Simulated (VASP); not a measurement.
## H: single point with LDA

The system is H.

```
H
1.0
     6.69433    0.00000    0.00000
     0.00000    6.69433    0.00000
     0.00000    0.00000    6.69433
H
20
Cartesian
  6.1040 3.6899 3.2659
  5.7325 3.1656 2.8135
  3.6622 4.7358 2.4228
  3.6015 5.4398 2.0889
  0.7722 3.1808 0.9000
  0.2346 3.6716 0.9715
  5.2002 0.0221 2.3377
  4.7199 0.5399 2.7281
  3.1418 6.9923 4.8289
  2.3609 6.9223 4.5899
  0.2486 5.9230 4.7942
  0.9805 5.6353 4.6484
  4.0131 1.8984 1.1332
  3.9929 2.6733 1.2587
  5.1833 4.5889 5.2028
  4.4810 4.8164 5.3430
  0.9817 2.3028 3.3859
  1.5937 1.7267 3.3142
  2.4735 4.4223 5.7202
  2.8195 4.3312 4.9865
```

```json
{"Program": "VASP 6.6.1", "Task": "single point", "Functional": "LDA", "Potentials or basis": "VASP PAW LDA potentials, release 64 (H)", "Cutoff": "520 eV", "k mesh": "1 × 1 × 1", "Occupations": "fermi-dirac, width 0.05 eV", "Spin": "no spin polarisation"}
```

| Property | Result |
| --- | --- |
| Pressure | -0.9 GPa |
| Largest force | 1.899 eV/Å |
| Band gap on the k mesh | 7.87 eV |

Forces on the atoms (eV/Å):
```
H   -0.328 -0.310 -0.256
H    0.185  0.355  0.303
H   -0.078  0.261 -0.210
H    0.012 -0.478  0.225
H    0.979 -0.846 -0.169
H   -0.919  0.871  0.073
H   -0.621  0.770  0.578
H    0.706 -0.632 -0.529
H   -1.223 -0.126 -0.433
H    1.366  0.149  0.409
H    0.608 -0.370 -0.174
H   -0.756  0.195  0.195
H    0.011  0.499  0.118
H   -0.011 -0.404 -0.072
H    0.782 -0.079 -0.137
H   -0.445  0.220  0.112
H    1.375 -1.295 -0.197
H   -1.316  1.278  0.178
H    0.385 -0.176 -1.225
H   -0.711  0.115  1.210
```

Stress tensor (GPa, compression positive):
```
-0.76  0.38  0.10
 0.38 -0.85 -0.27
 0.10 -0.27 -1.04
```

Levels at points of the mesh, in eV from the valence-band top:
| k point | band 6 | band 7 | band 8 | band 9 | band 10 | band 11 | band 12 | band 13 | band 14 | band 15 |
| --- | --- | --- | --- | --- | --- | --- | --- | --- | --- | --- |
| (0.00, 0.00, 0.00) | -0.90 | -0.66 | -0.46 | -0.20 | 0.00 | 7.87 | 8.53 | 8.59 | 8.77 | 9.03 |

It took 9.2 s on 1 thread of Intel(R) Xeon(R) Platinum 8375C CPU @ 2.90GHz (Ice Lake), on a shared host, peak memory 0.23 GiB.

Caveat: the k points lie up to 0.94 Å⁻¹ apart.
